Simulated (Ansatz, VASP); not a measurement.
## C in VASP and in Ansatz

```xyz
8
Lattice="4.2701 0.0000 0.0000 0.0000 2.4681 0.0000 0.0000 0.0000 8.0408" Properties=species:S:1:pos:R:3 pbc="T T T"
C     1.4234    0.6170    2.0102
C     3.5585    1.8511    2.0102
C     2.8467    0.6170    2.0102
C     0.7116    0.6170    6.0306
C     0.7116    1.8511    2.0102
C     3.5585    0.6170    6.0306
C     1.4234    1.8511    6.0306
C     2.8467    1.8511    6.0306
```

Alike in both runs: functional PBE; k mesh 4 × 8 × 4; occupations gaussian, width 0.1 eV; no spin polarisation.

Ansatz relaxed the structure, and its values are those at the end. VASP's run is a single point on that final structure, the one shown.

```csv
,VASP,Ansatz
version,VASP 6.6.1,Ansatz 0.2.0
potentials or method,"VASP PAW PBE potentials, release 64 (C), cutoff 520 eV","scalar-relativistic, plane waves, PAW"
valence electrons in the cell,32,32
```

|  | VASP | Ansatz | Ansatz less VASP |
| --- | --- | --- | --- |
| gap on the k mesh at the Fermi level (eV) | 0.93 | 0.93 | 0.000 |
| least direct gap on the mesh (eV) | 0.93 | 0.93 | 0.000 |
| pressure (GPa) | 0.5 | 0.1 | -0.37 |
